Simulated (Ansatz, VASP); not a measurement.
**Two plane-wave programs on BP**

```
B P
1.0
     0.00000    2.24877    2.24877
     2.24877    0.00000    2.24877
     2.24877    2.24877    0.00000
B P
1 1
Direct
  0.00000 0.00000 0.00000
  0.75000 0.75000 0.75000
```

Alike in both runs: task single point; functional PBEsol; k mesh 8 × 8 × 8; no spin polarisation.

|  | VASP | Ansatz |
| --- | --- | --- |
| version | VASP 6.6.1 | Ansatz 0.2.0 |
| potentials or method | VASP PAW PBE potentials, release 64 (B, P) | PAW with Ansatz's default frozen-core files, scalar-relativistic |
| plane-wave cutoff (eV) | 500 | 420 |
| occupations | gaussian, width 0.01 eV | fixed |
| valence electrons in the cell | 8 | 8 |

```tsv
	VASP	Ansatz	Ansatz less VASP
gap on the k mesh at the Fermi level (eV)	1.13	1.14	+0.005
pressure (GPa)	2.8	2.6	-0.11
```

VASP's potentials were made for PBE, not for PBEsol.
